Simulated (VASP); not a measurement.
# LiH (Fm-3m) in VASP: further runs, part 2 of 2

VASP 6.6.1.

**3. Elastic constants, PBE**

This run uses another cell than the first one, of 8.82 Å³/atom.

The input, INCAR:

```
PREC = Accurate ; ENCUT = 600
EDIFF = 1E-8 ; ISMEAR = 0
SIGMA = 0.01 ; LREAL = False
LASPH = True ; NELM = 80
ALGO = Normal ; ISIF = 3
LWAVE = False ; LCHARG = False
GGA = PE ; NBANDS = 9
IBRION = 6 ; NFREE = 2
POTIM = 0.015 ; NSW = 1
```

The input, KPOINTS:

```
regular mesh
0
Gamma
  10 10 10
```

The input, POSCAR:

```
LiH
1.0
    0.0000000000      2.0661000000      2.0661000000
    2.0661000000      0.0000000000      2.0661000000
    2.0661000000      2.0661000000      0.0000000000
Li H
1 1
Direct
    0.0000000000      0.0000000000      0.0000000000
    0.5000000000      0.5000000000      0.5000000000
```

Potentials or basis: VASP PAW PBE potentials, release 64 (Li_sv, H).

Run with:

```sh
$ cat potpaw_PBE.64/Li_sv/POTCAR potpaw_PBE.64/H/POTCAR > POTCAR
$ mpirun -np 1 vasp_std > vasp.out
```

OUTCAR:

```text
PREC = Accurate
   ENCUT = 600
   EDIFF = 1E-8
   ISMEAR = 0
   LREAL = False
   LASPH = True
   NELM = 80
   ISIF = 3
   GGA = PE
   IBRION = 6
   NFREE = 2
   POTIM = 0.015
   NSW = 1

 ion  position               nearest neighbor table
   1  0.000  0.000  0.000-
   2  0.500  0.500  0.500-

  LATTYP: Found a face centered cubic cell.
 ALAT       =     4.1322000000

  Lattice vectors:

 A1 = (   0.0000000000,   2.0661000000,   2.0661000000)
 A2 = (   2.0661000000,   0.0000000000,   2.0661000000)
 A3 = (   2.0661000000,   2.0661000000,   0.0000000000)

Analysis of symmetry for initial positions (statically):
=====================================================================
 Subroutine PRICEL returns:
 Original cell was already a primitive cell.

 Routine SETGRP: Setting up the symmetry group for a
 face centered cubic supercell.

 Subroutine GETGRP returns: Found 48 space group operations
 (whereof 48 operations were pure point group operations)
 out of a pool of 48 trial point group operations.

The static configuration has the point symmetry O_h .

Analysis of symmetry for dynamics (positions and initial velocities):
=====================================================================
 Subroutine PRICEL returns:
 Original cell was already a primitive cell.

[... 654 lines left out ...]
      1     -44.7037      2.00000
      2      -5.4097      2.00000
      3      14.6276      0.00000
      4      16.6665      0.00000
      5      16.6665      0.00000
      6      16.6709      0.00000
      7      21.2182      0.00000
      8      21.2183      0.00000
      9      21.2193      0.00000
[... 305 lines left out ...]
  FREE ENERGIE OF THE ION-ELECTRON SYSTEM (eV)
  ---------------------------------------------------
  free  energy   TOTEN  =        -6.1122120483 eV

  energy  without entropy=       -6.1122120483  energy(sigma->0) =       -6.11221205

 INTERNAL STRAIN TENSORS FROM STRAINED CELLS
 ============================================

 INTERNAL STRAIN TENSOR FOR ION    1 for displacements in x,y,z  (eV/Angst):
          X           Y           Z          XY          YZ          ZX
  --------------------------------------------------------------------------------
  x     0.00000     0.00000    -0.00000     0.00000     0.00000     0.00000
  y     0.00000     0.00000    -0.00000     0.00000     0.00000     0.00000
  z    -0.00000    -0.00000     0.00000    -0.00000     0.00000     0.00000

 INTERNAL STRAIN TENSORS FROM DISPLACED ATOMS
 ============================================

 INTERNAL STRAIN TENSOR FOR ION    1 for displacements in x,y,z  (eV/Angst):
          X           Y           Z          XY          YZ          ZX
  --------------------------------------------------------------------------------
  x     0.00000     0.00000     0.00000     0.00000     0.00000     0.00000
  y     0.00000     0.00000     0.00000     0.00000     0.00000     0.00000
  z     0.00000     0.00000     0.00000     0.00000     0.00000     0.00000

 INTERNAL STRAIN TENSOR FOR ION    2 for displacements in x,y,z  (eV/Angst):
          X           Y           Z          XY          YZ          ZX
  --------------------------------------------------------------------------------
  x     0.00000     0.00000     0.00000     0.00000     0.00000     0.00000
  y     0.00000     0.00000     0.00000     0.00000     0.00000     0.00000
  z     0.00000     0.00000     0.00000     0.00000     0.00000     0.00000

 Eigenvectors and eigenvalues of the dynamical matrix
 ----------------------------------------------------

   1 f  =   14.793125 THz    92.947945 2PiTHz  493.445534 cm-1    61.179421 meV
             X         Y         Z           dx          dy          dz
      0.000000  0.000000  0.000000    -0.357254   -0.000000    0.000000
      2.066100  2.066100  2.066100     0.934007   -0.000000    0.000000
[... 21 lines left out ...]
   6 f/i=    0.062052 THz     0.389887 2PiTHz    2.069848 cm-1     0.256628 meV
             X         Y         Z           dx          dy          dz
      0.000000  0.000000  0.000000     0.906447    0.223406   -0.028513
      2.066100  2.066100  2.066100     0.346712    0.085452   -0.010906

--------------------------------------------------------------------------------------------------------

 ELASTIC MODULI CONTR FROM IONIC RELAXATION (kBar)
 Direction    XX          YY          ZZ          XY          YZ          ZX
 --------------------------------------------------------------------------------
 XX           0.0000      0.0000      0.0000      0.0000      0.0000      0.0000
 YY           0.0000      0.0000      0.0000      0.0000      0.0000      0.0000
 ZZ           0.0000      0.0000      0.0000      0.0000      0.0000      0.0000
 XY           0.0000      0.0000      0.0000      0.0000      0.0000      0.0000
 YZ           0.0000      0.0000      0.0000      0.0000      0.0000      0.0000
 ZX           0.0000      0.0000      0.0000      0.0000      0.0000      0.0000
 --------------------------------------------------------------------------------

 TOTAL ELASTIC MODULI (kBar)
 Direction    XX          YY          ZZ          XY          YZ          ZX
 --------------------------------------------------------------------------------
 XX         612.7799    123.9005    123.9005     -0.0000      0.0000      0.0000
 YY         123.9005    612.7799    123.9005      0.0000      0.0000     -0.0000
 ZZ         123.9005    123.9005    612.7799      0.0000      0.0000     -0.0000
 XY          -0.0000      0.0000      0.0000    438.9993      0.0000     -0.0000
 YZ           0.0000      0.0000      0.0000      0.0000    438.9993     -0.0000
 ZX           0.0000     -0.0000     -0.0000     -0.0000     -0.0000    438.9993
 --------------------------------------------------------------------------------
```

stdout:

```text
POSCAR found type information on POSCAR LiH
 POSCAR found :  2 types and       2 ions
 scaLAPACK will be used
 LDA part: xc-table for (Slater+PW92), standard interpolation
 POSCAR, INCAR and KPOINTS ok, starting setup
 FFT: planning ... GRIDC
 FFT: planning ... GRID_SOFT
 FFT: planning ... GRID
 WAVECAR not read
 entering main loop
 Found     2 degrees of freedom:
 Adding 6 more for cell shape distortion
 Finite differences POTIM= 0.01500 DOF=   8
 bond charge predicted
 Finite differences progress:
 bond charge predicted
 Finite differences progress:
 bond charge predicted
 Finite differences progress:
 bond charge predicted
 Finite differences progress:
 bond charge predicted
 Finite differences progress:
 bond charge predicted
 Finite differences progress:
 bond charge predicted
 Finite differences progress:
 bond charge predicted
 Finite differences progress:
 bond charge predicted
 Finite differences progress:
 bond charge predicted
 Finite differences progress:
 bond charge predicted
 Finite differences progress:
 bond charge predicted
 Finite differences progress:
 bond charge predicted
 Finite differences progress:
 bond charge predicted
 Finite differences progress:
 bond charge predicted
 Finite differences progress:
 bond charge predicted
 Finite differences progress:
```

Wall time 4.7 min (1 thread of Intel Xeon 8259CL, shared host); peak memory 0.22 GiB.

What came out:

```
Elastic constants C11, C12, C44 : 61, 12, 44 GPa
Voigt bulk modulus              : 29 GPa
Highest phonon frequency at Γ   : 493 cm⁻¹
```

Phonon frequencies in cm⁻¹ (negative: imaginary):
```tsv
q point	frequencies
(0.000, 0.000, 0.000)	-2 -2 -2 493 493 493
```

Elastic tensor in Voigt notation (GPa, in the Cartesian axes of the cell as first typed):
```
61 12 12  0  0  0
12 61 12  0  0  0
12 12 61  0  0  0
 0  0  0 44  0  0
 0  0  0  0 44  0
 0  0  0  0  0 44
```

Clamped-ion elastic tensor (GPa):
```
61 12 12  0  0  0
12 61 12  0  0  0
12 12 61  0  0  0
 0  0  0 44  0  0
 0  0  0  0 44  0
 0  0  0  0  0 44
```

Caveat: the cell is under stress, which shifts elastic constants; the cutoff is under 1.25 times the usual one of these potentials, so pressure, stress and relaxed cells hold a basis-set (Pulay) error.
